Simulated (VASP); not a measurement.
Write the native input for VASP 6.6.1 that does the following.

```
Task                   : relaxation of cell and atoms
Functional             : r2SCAN
Potentials or basis    : VASP PAW PBE potentials, release 64 (Au)
Cutoff                 : 600 eV
k mesh                 : 8 × 8 × 8
Occupations            : gaussian, width 0.1 eV
Spin                   : no spin polarisation
Dipole correction      : no
Further INCAR settings : ALGO = Normal; EDIFF = 1e-07; IBRION = 2; EDIFFG = -0.05; NSW = 80; ISIF = 3
```

Crystal: Au.

```
CELL_PARAMETERS angstrom
0.00000 1.96479 1.96479
1.96479 0.00000 1.96479
1.96479 1.96479 0.00000
ATOMIC_POSITIONS crystal
Au 0.00000 0.00000 0.00000
```

One way to write it, as run:

POSCAR

```
Au
1.0
    0.0000000000      1.9647922186      1.9647922186
    1.9647922186      0.0000000000      1.9647922186
    1.9647922186      1.9647922186      0.0000000000
Au
1
Direct
    0.0000000000      0.0000000000      0.0000000000
```

INCAR.step1

```
SYSTEM = Au
  PREC = Accurate
  ENCUT = 600
  ISMEAR = 0
  SIGMA = 0.1
  LREAL = .False.
  LASPH = .True.
  NELM = 80
  GGA = PE
  ALGO = Normal
  EDIFF = 1E-4
  LWAVE = .True.
  LCHARG = .False.
```

INCAR.step2

```
SYSTEM = Au
  PREC = Accurate
  ENCUT = 600
  EDIFF = 1E-7
  ISMEAR = 0
  SIGMA = 0.1
  LREAL = .False.
  LASPH = .True.
  NELM = 80
  ALGO = Normal
  ISIF = 3
  LWAVE = .False.
  LCHARG = .False.
  METAGGA = R2SCAN
  LMIXTAU = .True.
  IBRION = 2
  NSW = 80
  EDIFFG = -0.05
  ISTART = 1
```

KPOINTS

```
regular mesh
0
Gamma
  8 8 8
  0 0 0
```

Potentials or basis: VASP PAW PBE potentials, release 64 (Au).

The run is started by

```sh
$ cat potpaw_PBE.64/Au/POTCAR > POTCAR
$ cp INCAR.step1 INCAR
$ mpirun -np 1 vasp_std > vasp.out
$ cp INCAR.step2 INCAR
$ mpirun -np 1 vasp_std > vasp.out
```

Results of the run:

| Quantity | Value |
| --- | --- |
| Relaxed volume | 17.66 Å³/atom |
| Relaxed cell | a = 2.923 Å, b = 2.923 Å, c = 2.923 Å, α = 60.00°, β = 60.00°, γ = 60.00° |
| Space group after relaxing (to 0.1 Å) | Fm-3m (No. 225) |
| Energy gained by relaxing | 239.3 meV/atom |
| Ionic steps | 5 |
| Pressure after relaxing | 0.0 GPa |
| Band gap on the k mesh | zero (an odd number of electrons rules out a gap without spin polarisation) |

Caveat: the volume moved by over 15 % at a fixed basis, so the end points are rough; the PAW data sets were made with another functional, which shifts forces and pressure a little; spin-orbit coupling is left out, which moves the levels of the heavy elements.

Run time: 46 s on 1 thread of Intel(R) Xeon(R) 6975P-C (Granite Rapids), with other jobs on the host, peak memory 0.15 GiB.
